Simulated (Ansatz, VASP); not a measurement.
**Zr2O in VASP and in Ansatz**

```xyz
6
Lattice="0.0000 3.8280 3.8280 3.8280 0.0000 3.8280 3.8280 3.8280 0.0000" Properties=species:S:1:pos:R:3 pbc="T T T"
Zr    4.7850    4.7850    4.7850
Zr    4.7850    2.8710    2.8710
Zr    2.8710    2.8710    4.7850
Zr    2.8710    4.7850    2.8710
O     0.0000    0.0000    0.0000
O     1.9140    1.9140    1.9140
```

Alike in both runs: functional r2SCAN; k mesh 4 × 4 × 4; occupations gaussian, width 0.1 eV; no spin polarisation.

Ansatz relaxed the structure, and its values are those at the end. VASP's run is a single point on that final structure, the one shown.

|  | VASP | Ansatz |
| --- | --- | --- |
| version | VASP 6.6.1 | Ansatz 0.2.0 |
| potentials or method | VASP PAW PBE potentials, release 64 (Zr_sv, O), cutoff 520 eV | scalar-relativistic, plane waves, PAW |
| valence electrons in the cell | 60 | 60 |

VASP gave:

| Quantity | Value |
| --- | --- |
| gap on the k mesh at the Fermi level (eV) | none |
| pressure (GPa) | 0.3 |

Question: What did Ansatz give for the same quantities?

Answer: gap on the k mesh at the Fermi level (eV): none; pressure (GPa): 0.1.

VASP's potentials were made for PBE, not for r2SCAN. A gap of «none» marks a metal or a gap that the smearing closes.
